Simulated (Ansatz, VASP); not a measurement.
## Ce in VASP and in Ansatz

File POSCAR:

```
Ce
1.0
    0.0000000000      2.3618770844      2.3618770844
    2.3618770844      0.0000000000      2.3618770844
    2.3618770844      2.3618770844      0.0000000000
Ce
1
Direct
    0.0000000000      0.0000000000      0.0000000000
```

The input INCAR.step1:

```
SYSTEM = Ce
ALGO     = Normal         ! electronic algorithm
EDIFF    = 1E-4           ! SCF threshold, eV
ENCUT    = 520            ! plane-wave cutoff, eV
GGA      = PE             ! functional
ISMEAR   = 0              ! smearing method
LASPH    = .TRUE.         ! aspherical terms in the spheres
LCHARG   = .FALSE.        ! write CHGCAR
LREAL    = .FALSE.        ! projectors in reciprocal space
LWAVE    = .TRUE.         ! write WAVECAR
NBANDS   = 12             ! bands
NELM     = 80             ! most SCF steps
PREC     = Accurate       ! precision mode
SIGMA    = 0.05           ! smearing width, eV
```

File INCAR.step2:

```
SYSTEM = Ce
ALGO     = Normal         ! electronic algorithm
EDIFF    = 1E-7           ! SCF threshold, eV
ENCUT    = 520            ! plane-wave cutoff, eV
ISIF     = 2              ! what is computed and relaxed
ISMEAR   = 0              ! smearing method
ISTART   = 1            
LASPH    = .TRUE.         ! aspherical terms in the spheres
LCHARG   = .FALSE.        ! write CHGCAR
LMIXTAU  = .TRUE.       
LREAL    = .FALSE.        ! projectors in reciprocal space
LWAVE    = .FALSE.        ! write WAVECAR
METAGGA  = R2SCAN         ! meta-GGA
NBANDS   = 12             ! bands
NELM     = 80             ! most SCF steps
PREC     = Accurate       ! precision mode
SIGMA    = 0.05           ! smearing width, eV
```

Contents of KPOINTS:

```
k-points
0
G
  16 16 16
  0 0 0
```

Input for Ansatz:

```yaml
crystal:
  lattice:
    - [0.0, 2.3618770844, 2.3618770844]
    - [2.3618770844, 0.0, 2.3618770844]
    - [2.3618770844, 2.3618770844, 0.0]
  atoms:
    - { symbol: Ce, position: [0.0, 0.0, 0.0] }
basis:
  ecutwfc: 500
  ecutrho_ratio: 4
kpoints:
  mp_grid: { grid: [16, 16, 16] }
hamiltonian:
  xc: r2scan
scf:
  occupations: { method: gaussian, width: 0.05 }
output:
  forces: true
  stress: true
  eigenvalues: true
```

Alike in both runs: task single point; functional r2SCAN; k mesh 16 × 16 × 16; occupations gaussian, width 0.05 eV; no spin polarisation.

|  | VASP | Ansatz |
| --- | --- | --- |
| version | VASP 6.6.1 | Ansatz 0.2.0 |
| potentials or method | VASP PAW PBE potentials, release 64 (Ce), cutoff 520 eV | scalar-relativistic, plane waves, PAW |
| valence electrons in the cell | 12 | 12 |

Ansatz gave:

```
gap on the k mesh at the Fermi level (eV) : none
pressure (GPa)                            : -1.6
```

Q: What did VASP give for the same quantities?

A: gap on the k mesh at the Fermi level (eV): none; pressure (GPa): -1.8.

VASP's potentials were made for PBE, not for r2SCAN. A gap of «none» marks a metal or a gap that the smearing closes. The functional is the same, so the differences come from potentials, cutoffs and numerics.

Spin-orbit coupling is off throughout.
